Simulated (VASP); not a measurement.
Write the native input for VASP 6.6.1 that does the following.

```yaml
Task: single point
Functional: PBEsol
Potentials_or_basis: VASP PAW PBE potentials, release 64 (Pb_d, O)
Cutoff: 520 eV
k_mesh: 9 × 9 × 9
Occupations: fermi-dirac, width 0.05 eV
Spin: no spin polarisation
Dipole_correction: no
Further_INCAR_settings: ALGO = Normal; EDIFF = 1e-06; NBANDS = 20
```

The structure of PbO2 lies in POSCAR:

```
PbO2
1.0
    0.0000000000      2.6656363225      2.6656363225
    2.6656363225      0.0000000000      2.6656363225
    2.6656363225      2.6656363225      0.0000000000
Pb O
1 2
Direct
    0.0000000000      0.0000000000      0.0000000000
    0.7500000000      0.7500000000      0.7500000000
    0.2500000000      0.2500000000      0.2500000000
```

The input as run:

INCAR

```
ALGO = Normal ; EDIFF = 1E-6
ENCUT = 520 ; GGA = PS
ISIF = 2 ; ISMEAR = -1
LASPH = True ; LCHARG = False
LREAL = False ; LWAVE = False
NBANDS = 20 ; NELM = 60
PREC = Accurate ; SIGMA = 0.05
```

KPOINTS

```
k-points
0
Gamma
  9 9 9
```

Potentials or basis: VASP PAW PBE potentials, release 64 (Pb_d, O).

The run is started by

```bash
$ cat potpaw_PBE.64/Pb_d/POTCAR potpaw_PBE.64/O/POTCAR > POTCAR
$ mpirun -np 1 vasp_std > vasp.out
```

Results of the run:

```json
{
 "Pressure": "0.2 GPa",
 "Band gap on the k mesh": "zero (bands 13 and 14 overlap by 1.25 eV)"
}
```

Caveat: the PAW data sets were made with another functional, which shifts forces and pressure a little; spin-orbit coupling is left out, which moves the levels of the heavy elements.

Run time: 13 s on 1 thread of Intel(R) Xeon(R) 6975P-C (Granite Rapids) (shared host), peak memory 0.17 GiB.
